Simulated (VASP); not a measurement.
Set up this calculation in VASP 6.6.1, as the native input.

| Item | Value |
| --- | --- |
| Task | relaxation of cell and atoms |
| Functional | LDA |
| Potentials or basis | VASP PAW LDA potentials, release 64 (I) |
| Cutoff | 600 eV |
| k mesh | 13 × 13 × 13 |
| Occupations | fermi-dirac, width 0.05 eV |
| Spin | no spin polarisation |
| Target pressure | 150 GPa |
| Dipole correction | no |
| Further INCAR settings | ALGO = Normal; EDIFF = 1e-07; IBRION = 2; EDIFFG = -0.005; NSW = 32; ISIF = 3 |

The structure of I lies in POSCAR:

```
I
1.0
    1.3922328644     -0.8038060190      4.5489182114
    0.0000000000      1.6076120381      4.5489182114
   -1.3922328644     -0.8038060190      4.5489182114
I
2
Direct
    0.2499999235      0.2499999235      0.2499999235
   -0.2499999235     -0.2499999235     -0.2499999235
```

One way to write it, as run:

INCAR

```
PREC     = Accurate       # precision mode
ENCUT    = 600            # plane-wave cutoff, eV
EDIFF    = 1E-7           # SCF threshold, eV
ISMEAR   = -1             # smearing method
SIGMA    = 0.05           # smearing width, eV
LREAL    = False          # projectors in reciprocal space
LASPH    = True           # aspherical terms in the spheres
NELM     = 80             # most SCF steps
ALGO     = Normal         # electronic algorithm
ISIF     = 3              # what is computed and relaxed
LWAVE    = False          # write WAVECAR
LCHARG   = False          # write CHGCAR
GGA      = CA             # functional
IBRION   = 2              # ionic algorithm
NSW      = 32             # ionic steps
EDIFFG   = -0.005         # ionic threshold
PSTRESS  = 1500.0
```

KPOINTS

```
Automatic mesh
0
Gamma
  13 13 13
```

Potentials or basis: VASP PAW LDA potentials, release 64 (I).

The run is started by

```bash
$ cat potpaw_LDA.64/I/POTCAR > POTCAR
$ mpirun -np 1 vasp_std > vasp.out
```

It gave:

- Energy change on relaxing (the run minimises the enthalpy): -1.4 meV/atom
- Ionic steps: 3
- Pressure after relaxing: 150.0 GPa
- Band gap on the k mesh: zero (bands 7 and 8 overlap by 8.01 eV)

Caveat: the cell is relaxed towards a set pressure, so the run minimises the enthalpy, not the energy; spin-orbit coupling is left out, which moves the levels of the heavy elements.

It took 97 s on 1 thread of Intel(R) Xeon(R) 6975P-C (Granite Rapids), on a shared host, peak memory 0.25 GiB.
